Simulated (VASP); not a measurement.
Here is a VASP 6.6.1 calculation.

File INCAR:

```
ALGO     = Fast           # electronic algorithm
EDIFF    = 1E-6           # SCF threshold, eV
ENCUT    = 520            # plane-wave cutoff, eV
GGA      = PS             # functional
ISIF     = 2              # what is computed and relaxed
ISMEAR   = 0              # smearing method
LASPH    = T              # aspherical terms in the spheres
LCHARG   = F              # write CHGCAR
LREAL    = F              # projectors in reciprocal space
LWAVE    = F              # write WAVECAR
NBANDS   = 10             # bands
NELM     = 80             # most SCF steps
PREC     = Accurate       # precision mode
SIGMA    = 0.15           # smearing width, eV
```

File KPOINTS:

```
k-points
0
Gamma
  18 18 10
```

Contents of POSCAR:

```
Al
1.0
    2.8124553515      0.0000000000      0.0000000000
   -1.4062276757      2.4356577814      0.0000000000
    0.0000000000      0.0000000000      4.8668500000
Al
2
Direct
    0.5990416362      0.5180883525      0.7500000000
    0.3333333333      0.6666666667      0.2500000000
```

Potentials or basis: VASP PAW PBE potentials, release 64 (Al).

The run is started by

```console
$ cat potpaw_PBE.64/Al/POTCAR > POTCAR
$ mpirun -np 1 vasp_std > vasp.out
```

Question: Predict the band gap on the k mesh.

Answer: Zero (bands 3 and 4 overlap by 6.69 eV).

Question: Estimate the largest force.

Answer: 0.611 eV/Å.

Question: Predict the pressure.

Answer: 1.8 GPa.

Forces in eV/Å, atoms in the order of the input:
```
Al   0.563 -0.238  0.000
Al  -0.563  0.238  0.000
```

Caveat: the cell differs from its parent crystal (atom 1 (Al) moved by (-0.450, +0.450) A along x and y); the PAW data sets were made with another functional, which shifts forces and pressure a little.
